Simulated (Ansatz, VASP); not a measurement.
Two plane-wave programs on Os

```xyz
1
Lattice="2.5395 0.0000 0.0000 0.0000 2.5395 0.0000 0.0000 0.0000 2.5395" Properties=species:S:1:pos:R:3 pbc="T T T"
Os    0.0000    0.0000    0.0000
```

Alike in both runs: functional r2SCAN; k mesh 13 × 13 × 13; occupations fermi-dirac, width 0.1 eV; no spin polarisation.

Ansatz relaxed the structure, and its values are those at the end. VASP's run is a single point on that final structure, the one shown.

|  | VASP | Ansatz |
| --- | --- | --- |
| version | VASP 6.6.1 | Ansatz 0.2.0 |
| potentials or method | VASP PAW PBE potentials, release 64 (Os), cutoff 520 eV | plane waves (500 eV) with PAW, scalar-relativistic |
| valence electrons in the cell | 8 | 16 |

|  | VASP | Ansatz | Ansatz less VASP |
| --- | --- | --- | --- |
| pressure (GPa) | 0.5 | 0.0 | -0.47 |

VASP's potentials were made for PBE, not for r2SCAN. VASP's potentials hold 8 valence electrons a cell and Ansatz's 16, so a difference there can come from the potentials and not from the codes.

Neither program's run includes spin-orbit coupling.
